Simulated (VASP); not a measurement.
A run of VASP 6.6.1 is set up as follows.

INCAR

```
PREC = Accurate
ENCUT = 520
EDIFF = 1E-6
ISMEAR = 0
SIGMA = 0.1
LREAL = F
LASPH = T
NELM = 80
ALGO = Normal
ISIF = 2
LWAVE = F
LCHARG = F
LDIPOL = T
IDIPOL = 3
DIPOL = 0.5 0.5 0.355
GGA = PE
IVDW = 12
NBANDS = 16
```

KPOINTS

```
Automatic mesh
0
Gamma
  15 15 1
```

The input POSCAR:

```
C
1.0
    2.4657189577      0.0000000000      0.0000000000
   -1.2328594788      2.1353752560      0.0000000000
    0.0000000000      0.0000000000     17.5000000000
C
4
Direct
    0.3333333333      0.6666666667      0.2571406130
    0.6666666667      0.3333333334      0.2571358414
    0.6666666667      0.8333333334      0.4523831770
    0.3333333333      1.1666666666      0.4523831435
```

Potentials or basis: VASP PAW PBE potentials, release 64 (C).

Run with:

```sh
$ cat potpaw_PBE.64/C/POTCAR > POTCAR
$ mpirun -np 1 vasp_std > vasp.out
```

(1) Predict the dispersion energy per atom.

Results:

(1) -0.118 eV.

Caveat: the cell differs from its parent crystal (layers slid over each other, then relaxed in part).
